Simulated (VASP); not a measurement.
# ZnSe2 (I-42d) in VASP: single point with r2SCAN+rVV10

Aim: the single point of ZnSe2 with r2SCAN+rVV10.

Everything below comes from runs of VASP 6.6.1. Logs are shortened: lines on timing, memory, paths and dates and some standing lists are left out, and cuts for length are marked.

### Step 1. The cell of the first run

It takes space group I-42d (No. 122, tetragonal). The conventional cell has a = 5.337 Å, b = 5.337 Å, c = 8.771 Å, α = 90.00°, β = 90.00°, γ = 90.00°. Zn (site symmetry -4) has 4 Se at 2.45 Å within 3.2 Å. Within 3.3 Å of Se (site symmetry 2) lie 2 Zn at 2.45 Å and 6 Se at 3.18 to 3.25 Å.

### Step 2. Single point, r2SCAN+rVV10

File POSCAR:

```
ZnSe2
1.0
   -2.6683465767      2.6683465767      4.3854325476
    2.6683465767     -2.6683465767      4.3854325476
    2.6683465767      2.6683465767     -4.3854325476
Zn Se
2 4
Direct
    0.0000000000      0.0000000000      0.0000000000
    0.7500000000      0.2500000000      0.5000000000
    0.3750000000      0.4513205980      0.5763205980
    1.2013205980      0.6250000000      1.0763205980
    0.5486794020      0.1250000000     -0.0763205980
    0.8750000000     -0.2013205980      0.4236794020
```

File INCAR.step1:

```
ALGO = Normal ; EDIFF = 1E-4
ENCUT = 520 ; GGA = PE
ISMEAR = -1 ; LASPH = True
LCHARG = False ; LREAL = False
LWAVE = True ; NBANDS = 33
NELM = 80 ; PREC = Accurate
SIGMA = 0.03
```

File INCAR.step2:

```
ALGO = Normal ; BPARAM = 11.95
CPARAM = 0.0093 ; EDIFF = 1E-7
ENCUT = 520 ; ISIF = 2
ISMEAR = -1 ; ISTART = 1
IVDW_NL = 2 ; LASPH = True
LCHARG = False ; LMIXTAU = True
LREAL = False ; LUSE_VDW = True
LWAVE = False ; METAGGA = R2SCAN
NBANDS = 33 ; NELM = 80
PREC = Accurate ; SIGMA = 0.03
```

File KPOINTS:

```
k-points
0
Gamma
  8 8 8
```

Potentials or basis: VASP PAW PBE potentials, release 64 (Zn, Se).

The run is started by

```bash
cat potpaw_PBE.64/Zn/POTCAR potpaw_PBE.64/Se/POTCAR > POTCAR
cp INCAR.step1 INCAR
mpirun -np 1 vasp_std > vasp.out
cp INCAR.step2 INCAR
mpirun -np 1 vasp_std > vasp.out
```

OUTCAR:

```text
BPARAM = 11.95
   EDIFF = 1E-7
   ENCUT = 520
   ISIF = 2
   ISMEAR = -1
   ISTART = 1
   IVDW_NL = 2
   LASPH = True
   LREAL = False
   METAGGA = R2SCAN
   NELM = 80
   PREC = Accurate

 ion  position               nearest neighbor table
   1  0.000  0.000  0.000-   3 2.45   4 2.45   5 2.45   6 2.45
   2  0.750  0.250  0.500-   4 2.45   3 2.45   6 2.45   5 2.45
   3  0.375  0.451  0.576-   2 2.45   1 2.45
   4  0.201  0.625  0.076-   1 2.45   2 2.45
   5  0.549  0.125  0.924-   2 2.45   1 2.45
   6  0.875  0.799  0.424-   1 2.45   2 2.45

  LATTYP: Found a body centered tetragonal cell.
 ALAT       =     5.3366931534
 C/A-ratio  =     1.6435018546

  Lattice vectors:

 A1 = (  -2.6683465767,   2.6683465767,   4.3854325476)
 A2 = (   2.6683465767,  -2.6683465767,   4.3854325476)
 A3 = (   2.6683465767,   2.6683465767,  -4.3854325476)

Analysis of symmetry for initial positions (statically):
=====================================================================
 Subroutine PRICEL returns:
 Original cell was already a primitive cell.

 Routine SETGRP: Setting up the symmetry group for a
 body centered tetragonal supercell.

 Subroutine GETGRP returns: Found  8 space group operations
 (whereof  4 operations were pure point group operations)
 out of a pool of 16 trial point group operations.

The static configuration has the point symmetry S_4 .
 The point group associated with its full space group is D_2d.

Analysis of symmetry for dynamics (positions and initial velocities):
=====================================================================
 Subroutine PRICEL returns:
 Original cell was already a primitive cell.

 Routine SETGRP: Setting up the symmetry group for a
 body centered tetragonal supercell.

 Subroutine GETGRP returns: Found  8 space group operations
 (whereof  4 operations were pure point group operations)
 out of a pool of 16 trial point group operations.

The dynamic configuration has the point symmetry S_4 .
 The point group associated with its full space group is D_2d.

 Subroutine INISYM returns: Found  8 space group operations
 (whereof  4 operations are pure point group operations),
 and found     1 'primitive' translations

----------------------------------------------------------------------------------------

                                     Primitive cell

  volume of cell :     124.8984

  direct lattice vectors                    reciprocal lattice vectors
    -2.668346577  2.668346577  4.385432548     0.000000000  0.187381956  0.114013839
     2.668346577 -2.668346577  4.385432548     0.187381956  0.000000000  0.114013839
     2.668346577  2.668346577 -4.385432548     0.187381956  0.187381956  0.000000000

  length of vectors
     5.785513420  5.785513420  5.785513420     0.219342547  0.219342547  0.264998103

  position of ions in fractional coordinates (direct lattice)
     0.000000000  0.000000000  0.000000000
     0.750000000  0.250000000  0.500000000
     0.375000000  0.451320598  0.576320598
     0.201320598  0.625000000  0.076320598
     0.548679402  0.125000000  0.923679402
     0.875000000  0.798679402  0.423679402

  ion indices of the primitive-cell ions
   primitive index   ion index
                 1           1
                 2           2
                 3           3
                 4           4
                 5           5
                 6           6

----------------------------------------------------------------------------------------

 KPOINTS: k-points

Automatic generation of k-mesh.
 Grid dimensions read from file:
 generate k-points for:    8    8    8

 Generating k-lattice:

  Cartesian coordinates                     Fractional coordinates (reciprocal lattice)
     0.000000000  0.023422744  0.014251730     0.125000000 -0.000000000  0.000000000
     0.023422744  0.000000000  0.014251730    -0.000000000  0.125000000  0.000000000
     0.023422744  0.023422744  0.000000000     0.000000000  0.000000000  0.125000000

  Length of vectors
     0.027417818  0.027417818  0.033124763

  Shift w.r.t. Gamma in fractional coordinates (k-lattice)
     0.000000000  0.000000000  0.000000000

 Subroutine IBZKPT returns following result:
 ===========================================

 Found     59 irreducible k-points:

 Following reciprocal coordinates:
            Coordinates               Weight
  0.000000  0.000000  0.000000      1.000000
  0.125000  0.000000  0.000000      8.000000
  0.250000  0.000000  0.000000      8.000000
  0.375000  0.000000 -0.000000      8.000000
  0.500000  0.000000  0.000000      4.000000
  0.125000  0.125000 -0.000000      8.000000
[... 16 lines left out ...]
  0.250000  0.125000  0.125000     16.000000
  0.375000  0.125000  0.125000      8.000000
 [... further k-points ...]
   k-points           NKPTS =     59   k-points in BZ     NKDIM =     59   number of bands    NBANDS=     33
   number of dos      NEDOS =    301   number of ions     NIONS =      6
   total plane-waves  NPLWV = 110592
   dimension x,y,z NGX =    48 NGY =   48 NGZ =   48
   dimension x,y,z NGXF=    96 NGYF=   96 NGZF=   96
   ions per type =               2   4
   NGX,Y,Z   is equivalent  to a cutoff of  13.79, 13.79, 13.79 a.u.
   NGXF,Y,Z  is equivalent  to a cutoff of  27.59, 27.59, 27.59 a.u.
 SYSTEM =  unknown system
   PREC   = accura    normal or accurate (medium, high low for compatibility)
   ISTART =      1    job   : 0-new  1-cont  2-samecut
   ICHARG =      0    charge: 1-file 2-atom 10-const
   ISPIN  =      1    spin polarized calculation?
   LNONCOLLINEAR =      F non collinear calculations
   LSORBIT =      F    spin-orbit coupling
   LASPH  =      T    aspherical Exc in radial PAW
   ENCUT  =  520.0 eV  38.22 Ry    6.18 a.u.  10.76 10.76 10.76*2*pi/ulx,y,z
   NELM   =     80;   NELMIN=  2; NELMDL=  0     # of ELM steps
   EDIFF  = 0.1E-06   stopping-criterion for ELM
   LREAL  =      F    real-space projection
   EDIFFG = 0.1E-05   stopping-criterion for IOM
   NSW    =      0    number of steps for IOM
   IBRION =     -1    ionic relax: 0-MD 1-quasi-New 2-CG
   NFREE  =      0    steps in history (QN), initial steepest desc. (CG)
   ISIF   =      2    stress and relaxation
   ISYM   =      2    0-nonsym 1-usesym 2-fastsym
   POTIM  = 0.5000    time-step for ionic-motion
   TEBEG  =    0.0;   TEEND  =   0.0 temperature during run
   PSTRESS=    0.0 pullay stress
   NELECT =      48.0000    total number of electrons
   NUPDOWN=      -1.0000    fix difference up-down
   EMIN   =  10.00;   EMAX   =-10.00  energy-range for DOS
   EFERMI =   0.00;   METHOD = LEGACY
   ISMEAR =    -1;   SIGMA  =   0.03  broadening in eV -4-tet -1-fermi 0-gaus
   EFERMI_NEDOS =   21; number of points for ismear=-14 and -15
   IALGO  =     38    algorithm
   IMIX   =      4    mixing-type and parameters
     AMIX     =   0.40;   BMIX     =  1.00
     AMIX_MAG =   1.60;   BMIX_MAG =  1.00
  volume/ion in A,a.u.               =      20.82       140.48
  Fermi-wavevector in a.u.,A,eV,Ry     =   1.190245  2.249236 19.275137  1.416683
  Thomas-Fermi vector in A             =   2.326334
   LORBIT       =      0    0 simple, 1 ext, 2 COOP (PROOUT), +10 PAW based schemes
   METAGGA = R2SCAN    functional components
   LHFCALC =     F    Hartree Fock is set to
   AEXX    =    0.0000 exact exchange contribution
   IVDW_NL    =     2    kernel type
   BPARAM     =11.9500
   IVDW    =     0    specifies the selected vdW correction
   LEPSILON=     F    determine dielectric tensor
   LRPA    =     F    only Hartree local field effects (RPA)
 non-spin polarized calculation
  energy-cutoff  :      520.00
  volume of cell :      124.90
 maximum number of plane-waves:      3382
 NGX is ok and might be reduce to    48
   NGX = 21   NGY = 21   NGZ = 21

 number of electron      48.0000006 magnetization

 Free energy of the ion-electron system (eV)
  ---------------------------------------------------
  ext. energy  EPLUGINS =         0.00000000
  ---------------------------------------------------
  free energy    TOTEN  =       -74.25886608 eV

  energy without entropy =      -74.24661304  energy(sigma->0) =      -74.25273956

 E-fermi :   2.8869     XC(G=0): -10.7130

 val. band max:        2.8865395100   @ k =   0.5000   0.1250   0.0000
 cond. band min:       2.8949040258   @ k =   0.5000   0.0000   0.0000
 fundamental gap:      0.0083645158
 Fermi energy:         2.8869223059

 k-point     1 :       0.0000    0.0000    0.0000
  band No.  band energies     occupation
      1     -11.9203      2.00000
      2      -9.5796      2.00000
      3      -9.5796      2.00000
      4      -9.1895      2.00000
      5      -4.1471      2.00000
      6      -4.0925      2.00000
[... 25 lines left out ...]
     32      11.5408      0.00000
     33      13.2775      0.00000

 k-point     2 :       0.1250    0.0000    0.0000
  band No.  band energies     occupation
      1     -11.8437      2.00000
      2      -9.6414      2.00000
      3      -9.6100      2.00000
      4      -9.2393      2.00000
      5      -4.1413      2.00000
      6      -4.0889      2.00000
[... 25 lines left out ...]
     32      11.4821      0.00000
     33      12.3338      0.00000

 k-point     3 :       0.2500    0.0000    0.0000
  band No.  band energies     occupation
      1     -11.6229      2.00000
      2      -9.8656      2.00000
      3      -9.6550      2.00000
      4      -9.3548      2.00000
      5      -4.1224      2.00000
      6      -4.0674      2.00000
[... 25 lines left out ...]
     32      11.1062      0.00000
     33      11.7215      0.00000

 k-point     4 :       0.3750    0.0000   -0.0000
  band No.  band energies     occupation
      1     -11.2948      2.00000
      2     -10.2280      2.00000
      3      -9.6661      2.00000
      4      -9.4803      2.00000
      5      -4.0946      2.00000
      6      -4.0812      2.00000
[... 673 lines left out ...]
     32      10.9683      0.00000
     33      11.3529      0.00000

 k-point    23 :       0.2500    0.1250    0.1250
  band No.  band energies     occupation
      1     -11.1132      2.00000
      2     -10.1741      2.00000
      3      -9.8504      2.00000
      4      -9.5859      2.00000
      5      -4.0678      2.00000
      6      -4.0470      2.00000
[... 25 lines left out ...]
     32      10.5567      0.00000
     33      11.1770      0.00000

 k-point    24 :       0.3750    0.1250    0.1250
  band No.  band energies     occupation
      1     -10.8835      2.00000
      2     -10.4005      2.00000
      3      -9.8346      2.00000
      4      -9.6599      2.00000
      5      -4.0725      2.00000
      6      -4.0343      2.00000
[... 25 lines left out ...]
     32      10.3309      0.00000
     33      11.0901      0.00000

 [... further k-points ...]

------------------------ aborting loop because EDIFF is reached ----------------------------------------

  FORCE on cell =-STRESS in cart. coord.  units (eV):
  Direction    XX          YY          ZZ          XY          YZ          ZX
  --------------------------------------------------------------------------------------
  -------------------------------------------------------------------------------------
  Total        0.3127489      0.3127489      0.0866943      0.0000000      0.0000000      0.0000000
  in kB        4.0118947      4.0118947      1.1121010      0.0000000      0.0000000      0.0000000
  external PRESSURE =       3.0452968 kB  Pullay stress =       0.0000000 kB

 VOLUME and BASIS-vectors are now :
 -----------------------------------------------------------------------------
  energy-cutoff  :      520.00
  volume of cell :      124.90
      direct lattice vectors                 reciprocal lattice vectors
    -2.668346577  2.668346577  4.385432548     0.000000000  0.187381956  0.114013839
     2.668346577 -2.668346577  4.385432548     0.187381956  0.000000000  0.114013839
     2.668346577  2.668346577 -4.385432548     0.187381956  0.187381956  0.000000000

 POSITION                                       TOTAL-FORCE (eV/Angst)
 -----------------------------------------------------------------------------------
      0.00000      0.00000      0.00000        -0.000000      0.000000     -0.000000
     -0.00000      2.66835      2.19272        -0.000000      0.000000     -0.000000
      1.74147      1.33417      1.09636         0.058130      0.000000      0.000000
      1.33417     -0.92687      3.28907        -0.000000      0.058130      0.000000
      1.33417      3.59522     -1.09636        -0.000000     -0.058130     -0.000000
      0.92687      1.33417      5.48179        -0.058130      0.000000     -0.000000
 -----------------------------------------------------------------------------------
    total drift:                                0.000049      0.000049     -0.000288

  FREE ENERGIE OF THE ION-ELECTRON SYSTEM (eV)
  ---------------------------------------------------
  free  energy   TOTEN  =       -74.2588660800 eV

  energy  without entropy=      -74.2466130377  energy(sigma->0) =      -74.25273956
```

It took 23 min on 1 thread of Intel Xeon Platinum 8259CL at 2.50GHz (Skylake/Cascade Lake), shared host; peak memory 0.87 GiB.

Results:

* Free energy: -74.2589 eV
* Pressure: 0.3 GPa
* Largest force: 0.058 eV/Å
* Band gap on the k mesh: zero (bands 24 and 25 overlap by 1.87 eV)

Forces in eV/Å, atoms in the order of the input:
```
Zn   0.000  0.000  0.000
Zn   0.000  0.000  0.000
Se   0.058  0.000  0.000
Se   0.000  0.058  0.000
Se   0.000 -0.058  0.000
Se  -0.058  0.000  0.000
```

Stress tensor (GPa, compression positive):
```
0.40 0.00 0.00
0.00 0.40 0.00
0.00 0.00 0.11
```

Levels at points of the mesh, in eV from the Fermi level:
| k point | band 20 | band 21 | band 22 | band 23 | band 24 | band 25 | band 26 | band 27 | band 28 | band 29 |
| --- | --- | --- | --- | --- | --- | --- | --- | --- | --- | --- |
| (0.00, 0.00, 0.00) | -3.09 | -3.07 | -2.36 | -2.36 | 1.46 | 1.46 | 1.70 | 2.71 | 3.14 | 4.16 |
| (0.50, 0.00, 0.00) | -2.65 | -1.54 | -0.96 | -0.58 | -0.30 | 0.01 | 1.01 | 5.36 | 5.73 | 6.02 |
| (0.50, 0.50, 0.00) | -1.94 | -1.02 | -1.02 | -0.15 | -0.15 | 0.98 | 0.98 | 3.87 | 3.87 | 5.58 |
| (0.50, 0.50, 0.50) | -1.54 | -1.46 | -1.46 | -0.79 | -0.79 | -0.40 | -0.40 | 4.29 | 4.29 | 4.84 |

Caveat: the PAW data sets were made with another functional, which shifts forces and pressure a little.
